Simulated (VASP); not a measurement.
# Cl (Cmce) in VASP: further runs

The runs below take Cl through single point, with PBE.

Everything below comes from runs of VASP 6.6.1. Logs are shortened: lines on timing, memory, paths and dates and some standing lists are left out, and cuts for length are marked.

**1. The cell of the first run**

Symmetry: Cmce, No. 64, orthorhombic system. The conventional cell has a = 6.250 Å, b = 4.014 Å, c = 8.147 Å, α = 90.00°, β = 90.00°, γ = 90.00°. Within 2.7 Å of Cl (site symmetry m) lie 1 Cl at 2.02 Å.

**2. Single point, PBE**

File INCAR:

```
PREC = Accurate ; ENCUT = 520
EDIFF = 1E-6 ; ISMEAR = 0
SIGMA = 0.01 ; LREAL = False
LASPH = True ; NELM = 100
ALGO = Normal ; ISIF = 2
LWAVE = False ; LCHARG = False
GGA = PE ; NBANDS = 22
```

File KPOINTS:

```
Automatic mesh
0
Gamma
  4 4 2
```

File POSCAR:

```
Cl
1.0
    3.1252371057     -2.0072452166      0.0000000000
    3.1252371057      2.0072452166      0.0000000000
    0.0000000000      0.0000000000      8.1465598679
Cl
4
Direct
    0.8756350467      0.1243649533      0.6074783337
    0.1243649533      0.8756350467      0.3925216663
    0.6243649533      0.3756350467      0.1074783337
    0.3756350467      0.6243649533      0.8925216663
```

Potentials or basis: VASP PAW PBE potentials, release 64 (Cl).

The run is started by

```bash
$ cat potpaw_PBE.64/Cl/POTCAR > POTCAR
$ mpirun -np 1 vasp_std > vasp.out
```

OUTCAR:

```text
PREC = Accurate
   ENCUT = 520
   EDIFF = 1E-6
   ISMEAR = 0
   LREAL = False
   LASPH = True
   NELM = 100
   ISIF = 2
   GGA = PE

 ion  position               nearest neighbor table
   1  0.876  0.124  0.607-   2 2.02
   2  0.124  0.876  0.393-   1 2.02
   3  0.624  0.376  0.107-   4 2.02
   4  0.376  0.624  0.893-   3 2.02

  LATTYP: Found a base centered orthorhombic cell.
 ALAT       =     4.0144904332
 B/A-ratio  =     1.5569782306
 C/A-ratio  =     2.0292886491

  Lattice vectors:

 A1 = (  -3.1252371057,  -2.0072452166,   0.0000000000)
 A2 = (   3.1252371057,  -2.0072452166,   0.0000000000)
 A3 = (   0.0000000000,   0.0000000000,   8.1465598679)

Analysis of symmetry for initial positions (statically):
=====================================================================
 Subroutine PRICEL returns:
 Original cell was already a primitive cell.

 Routine SETGRP: Setting up the symmetry group for a
 base centered orthorhombic supercell.

 Subroutine GETGRP returns: Found  8 space group operations
 (whereof  4 operations were pure point group operations)
 out of a pool of  8 trial point group operations.

The static configuration has the point symmetry C_2h.
 The point group associated with its full space group is D_2h.

Analysis of symmetry for dynamics (positions and initial velocities):
=====================================================================
 Subroutine PRICEL returns:
 Original cell was already a primitive cell.

 Routine SETGRP: Setting up the symmetry group for a
 base centered orthorhombic supercell.

 Subroutine GETGRP returns: Found  8 space group operations
 (whereof  4 operations were pure point group operations)
 out of a pool of  8 trial point group operations.

The dynamic configuration has the point symmetry C_2h.
 The point group associated with its full space group is D_2h.

 Subroutine INISYM returns: Found  8 space group operations
 (whereof  4 operations are pure point group operations),
 and found     1 'primitive' translations

----------------------------------------------------------------------------------------

                                     Primitive cell

  volume of cell :     102.2087

  direct lattice vectors                    reciprocal lattice vectors
     3.125237106 -2.007245217  0.000000000     0.159987861 -0.249097617  0.000000000
[... 78 lines left out ...]
   NELM   =    100;   NELMIN=  2; NELMDL= -5     # of ELM steps
   EDIFF  = 0.1E-05   stopping-criterion for ELM
   LREAL  =      F    real-space projection
   EDIFFG = 0.1E-04   stopping-criterion for IOM
   NSW    =      0    number of steps for IOM
   IBRION =     -1    ionic relax: 0-MD 1-quasi-New 2-CG
   NFREE  =      0    steps in history (QN), initial steepest desc. (CG)
   ISIF   =      2    stress and relaxation
   ISYM   =      2    0-nonsym 1-usesym 2-fastsym
   POTIM  = 0.5000    time-step for ionic-motion
   TEBEG  =    0.0;   TEEND  =   0.0 temperature during run
   PSTRESS=    0.0 pullay stress
   NELECT =      28.0000    total number of electrons
   NUPDOWN=      -1.0000    fix difference up-down
   EMIN   =  10.00;   EMAX   =-10.00  energy-range for DOS
   EFERMI =   0.00;   METHOD = LEGACY
   ISMEAR =     0;   SIGMA  =   0.01  broadening in eV -4-tet -1-fermi 0-gaus
   EFERMI_NEDOS =   21; number of points for ismear=-14 and -15
   IALGO  =     38    algorithm
   IMIX   =      4    mixing-type and parameters
     AMIX     =   0.40;   BMIX     =  1.00
     AMIX_MAG =   1.60;   BMIX_MAG =  1.00
  volume/ion in A,a.u.               =      25.55       172.43
  Fermi-wavevector in a.u.,A,eV,Ry     =   1.063241  2.009234 15.381127  1.130481
  Thomas-Fermi vector in A             =   2.198719
   LORBIT       =      0    0 simple, 1 ext, 2 COOP (PROOUT), +10 PAW based schemes
   GGA     = PE    functional components
   LHFCALC =     F    Hartree Fock is set to
   AEXX    =    0.0000 exact exchange contribution
   IVDW    =     0    specifies the selected vdW correction
   LEPSILON=     F    determine dielectric tensor
   LRPA    =     F    only Hartree local field effects (RPA)
 non-spin polarized calculation
 Gauss-broadening in eV      SIGMA  =   0.01
  energy-cutoff  :      520.00
  volume of cell :      102.21
 maximum number of plane-waves:      2776
   NGX = 13   NGY = 13   NGZ = 31

 number of electron      28.0000005 magnetization

 Free energy of the ion-electron system (eV)
  ---------------------------------------------------
  ext. energy  EPLUGINS =         0.00000000
  ---------------------------------------------------
  free energy    TOTEN  =        -7.23812030 eV

  energy without entropy =       -7.23812030  energy(sigma->0) =       -7.23812030

 E-fermi :   0.5114     XC(G=0):  -8.3359

 val. band max:        0.4679779347   @ k =   0.0000   0.0000   0.0000
 cond. band min:       2.7171131677   @ k =   0.0000   0.0000   0.0000
 fundamental gap:      2.2491352329
 Fermi energy:         0.5113659561

 k-point     1 :       0.0000    0.0000    0.0000
  band No.  band energies     occupation
      1     -16.4600      2.00000
      2     -16.1078      2.00000
      3     -12.6448      2.00000
      4     -11.6554      2.00000
      5      -5.3780      2.00000
      6      -3.8963      2.00000
[... 339 lines left out ...]
     21      10.6313      0.00000
     22      10.6313      0.00000

------------------------ aborting loop because EDIFF is reached ----------------------------------------

  FORCE on cell =-STRESS in cart. coord.  units (eV):
  Direction    XX          YY          ZZ          XY          YZ          ZX
  --------------------------------------------------------------------------------------
  -------------------------------------------------------------------------------------
  Total        1.3973225      1.1590185      0.9367841      0.0000000      0.0000000      0.0000000
  in kB       21.9038058     18.1682591     14.6846111      0.0000000      0.0000000      0.0000000
  external PRESSURE =      18.2522253 kB  Pullay stress =       0.0000000 kB

 VOLUME and BASIS-vectors are now :
 -----------------------------------------------------------------------------
  energy-cutoff  :      520.00
  volume of cell :      102.21
      direct lattice vectors                 reciprocal lattice vectors
     3.125237106 -2.007245217  0.000000000     0.159987861 -0.249097617  0.000000000
     3.125237106  2.007245217  0.000000000     0.159987861  0.249097617  0.000000000
     0.000000000  0.000000000  8.146559868     0.000000000  0.000000000  0.122751200

 POSITION                                       TOTAL-FORCE (eV/Angst)
 -----------------------------------------------------------------------------------
      3.12524     -1.50798      4.94886         0.000000     -0.008104      0.033933
      3.12524      1.50798      3.19770         0.000000      0.008104     -0.033933
      3.12524     -0.49926      0.87558         0.000000      0.008104      0.033933
      3.12524      0.49926      7.27098         0.000000     -0.008104     -0.033933
 -----------------------------------------------------------------------------------
    total drift:                                0.000000      0.000000      0.000000

  FREE ENERGIE OF THE ION-ELECTRON SYSTEM (eV)
  ---------------------------------------------------
  free  energy   TOTEN  =        -7.2381203031 eV

  energy  without entropy=       -7.2381203031  energy(sigma->0) =       -7.23812030
```

stdout:

```text
POSCAR found type information on POSCAR Cl
 POSCAR found :  1 types and       4 ions
 scaLAPACK will be used
 LDA part: xc-table for (Slater+PW92), standard interpolation
 POSCAR, INCAR and KPOINTS ok, starting setup
 FFT: planning ... GRIDC
 FFT: planning ... GRID_SOFT
 FFT: planning ... GRID
 WAVECAR not read
 entering main loop
```

Wall time 41 s (1 thread of Intel Xeon 8259CL, shared host); peak memory 0.21 GiB.

What came out:

```
Free energy            : -7.2381 eV
Pressure               : 1.8 GPa
Largest force          : 0.035 eV/Å
Band gap on the k mesh : 2.25 eV
```

Forces in eV/Å, atoms in the order of the input:
```
Cl   0.000 -0.008  0.034
Cl   0.000  0.008 -0.034
Cl   0.000  0.008  0.034
Cl   0.000 -0.008 -0.034
```

Caveat: the k points lie up to 0.47 Å⁻¹ apart; this functional lacks dispersion, which holds the molecules together, so the pressure and a relaxed volume are unreliable.

**3. Single point, PBE**

File INCAR:

```
SYSTEM = Cl
ALGO = Normal
EDIFF = 1E-6
ENCUT = 520
GGA = PE
ISIF = 2
ISMEAR = 0
LASPH = .TRUE.
LCHARG = .TRUE.
LELF = .TRUE.
LREAL = .FALSE.
LVHAR = .TRUE.
LWAVE = .FALSE.
NBANDS = 22
NELM = 60
PREC = Accurate
SIGMA = 0.01
```

File KPOINTS:

```
k-points
0
G
  4 4 2
  0 0 0
```

POSCAR is that of step 2.

Potentials or basis: VASP PAW PBE potentials, release 64 (Cl).

The run is started by

```bash
$ cat potpaw_PBE.64/Cl/POTCAR > POTCAR
$ mpirun -np 1 vasp_std > vasp.out
```

It took 35 s on 1 thread of Intel Xeon 8259CL, shared host; peak memory 0.21 GiB.

Results (log left out):

```yaml
Free_energy: -7.2381 eV
Pressure: 1.8 GPa
Largest_force: 0.035 eV/Å
Band_gap_on_the_k_mesh: 2.25 eV
```

Forces on the atoms (eV/Å):
```
Cl   0.000 -0.008  0.034
Cl   0.000  0.008 -0.034
Cl   0.000  0.008  0.034
Cl   0.000 -0.008 -0.034
```

Stress tensor (GPa, compression positive):
```
2.19 0.00 0.00
0.00 1.82 0.00
0.00 0.00 1.47
```

Levels at points of the mesh, in eV from the valence-band top:
| k point | band 12 | band 13 | band 14 | band 15 | band 16 | band 17 |
| --- | --- | --- | --- | --- | --- | --- |
| (0.00, 0.00, 0.00) | -0.44 | -0.11 | 0.00 | 2.25 | 3.22 | 7.06 |
| (0.50, 0.00, 0.00) | -0.99 | -0.31 | -0.31 | 2.99 | 2.99 | 8.03 |
| (0.50, 0.50, 0.00) | -1.21 | -0.51 | -0.27 | 2.33 | 2.97 | 8.29 |
| (0.00, 0.00, 0.50) | -0.86 | -0.05 | -0.05 | 2.67 | 2.67 | 7.44 |
| (0.50, 0.00, 0.50) | -0.70 | -0.08 | -0.08 | 2.66 | 2.66 | 8.33 |
| (0.50, 0.50, 0.50) | -0.99 | -0.90 | -0.90 | 2.59 | 2.59 | 8.91 |

Caveat: the k points lie up to 0.47 Å⁻¹ apart; this functional lacks dispersion, which holds the molecules together, so the pressure and a relaxed volume are unreliable.
